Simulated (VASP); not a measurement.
# RbMgSbO3: single point with PBE

The system is RbMgSbO3.

```
Sb Rb Mg O
1.0
     3.16382    1.82663    3.79456
    -3.16382    1.82663    3.79456
     0.00000   -3.65327    3.79456
Sb Rb Mg O
1 1 1 3
Direct
  0.57013 0.57013 0.57013
  0.89528 0.89528 0.89528
  0.31854 0.31854 0.31854
  0.49465 0.96726 0.49465
  0.96726 0.49465 0.49465
  0.49465 0.49465 0.96726
```

| Quantity | Value |
| --- | --- |
| Program | VASP 6.6.1 |
| Task | single point |
| Functional | PBE |
| Potentials or basis | VASP PAW PBE potentials, release 64 (Sb_d_GW, Rb_sv, Mg_sv, O) |
| Cutoff | 840 eV |
| k mesh | 6 × 6 × 6 |
| Occupations | fermi-dirac, width 0.05 eV |
| Spin | no spin polarisation |
| Dipole correction | no |
| Further INCAR settings | ALGO = Normal; EDIFF = 1e-06; NBANDS = 35 |

```json
{
 "Pressure": "-0.4 GPa",
 "Largest force": "0.396 eV/Å",
 "Band gap on the k mesh": "2.84 eV (least direct gap 2.86 eV)"
}
```

Forces in eV/Å, atoms in the order of the input:
```
Sb   0.000  0.000  0.396
Rb   0.000  0.000 -0.012
Mg   0.000  0.000  0.041
O    0.102 -0.059 -0.142
O   -0.102 -0.059 -0.142
O    0.000  0.118 -0.142
```

Stress tensor (GPa, compression positive):
```
-1.29  0.00  0.00
 0.00 -1.29  0.00
 0.00  0.00  1.41
```

Levels at points of the mesh, in eV from the valence-band top:
```
           k point  band 23  band 24  band 25  band 26  band 27  band 28  band 29  band 30
(0.00, 0.00, 0.00)    -2.06    -1.91    -1.91    -1.34     2.84     4.94     4.94     6.08
(0.50, 0.00, 0.00)    -2.22    -1.98    -1.66    -1.23     3.14     4.67     4.95     5.53
(0.50, 0.50, 0.00)    -2.12    -1.98    -1.56    -0.58     3.09     3.53     4.71     5.25
(0.50, 0.50, 0.50)    -1.76    -1.76    -1.28     0.00     2.86     2.86     3.00     4.49
```

It took 6.8 min on 1 thread of Intel(R) Xeon(R) Platinum 8259CL CPU @ 2.50GHz (Skylake/Cascade Lake), on a shared host, peak memory 0.59 GiB.

Caveat: spin-orbit coupling is left out, which moves the levels of the heavy elements. A k mesh can miss the band edges.
